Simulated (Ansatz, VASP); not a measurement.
# One calculation of GaN, two programs

```xyz
4
Lattice="3.1800 0.0000 0.0000 -1.5900 2.7540 0.0000 0.0000 0.0000 5.1660" Properties=species:S:1:pos:R:3 pbc="T T T"
Ga    1.5900    0.9180    2.5830
Ga    0.0000    1.8360    0.0000
N     1.5900    0.9180    4.5203
N     0.0000    1.8360    1.9373
```

Alike in both runs: task relaxation of cell and atoms; functional RPBE; dispersion D3(BJ); k mesh 10 × 10 × 5; occupations fermi-dirac, width 0.05 eV; no spin polarisation.

|  | VASP | Ansatz |
| --- | --- | --- |
| version | VASP 6.6.1 | Ansatz 0.2.0 |
| potentials or method | VASP PAW PBE potentials, release 64 (Ga_d, N) | Ansatz PAW |
| plane-wave cutoff (eV) | 600 | 420 |
| valence electrons in the cell | 36 | 36 |

```csv
,VASP,Ansatz,Ansatz less VASP
relaxed volume (Å³/atom),10.81,10.84,+0.026
relaxed cell length with the largest relative difference (Å),3.131,3.134,+0.0031
```

VASP's potentials were made for PBE, not for RPBE.

Noted on Ansatz's run: odd divisions of the mesh miss points on the zone boundary, where band edges often lie, so the gap on the mesh can be too wide; the plane-wave basis is chosen anew once the cell has moved, so the energies of steps on either side of that aren't comparable.
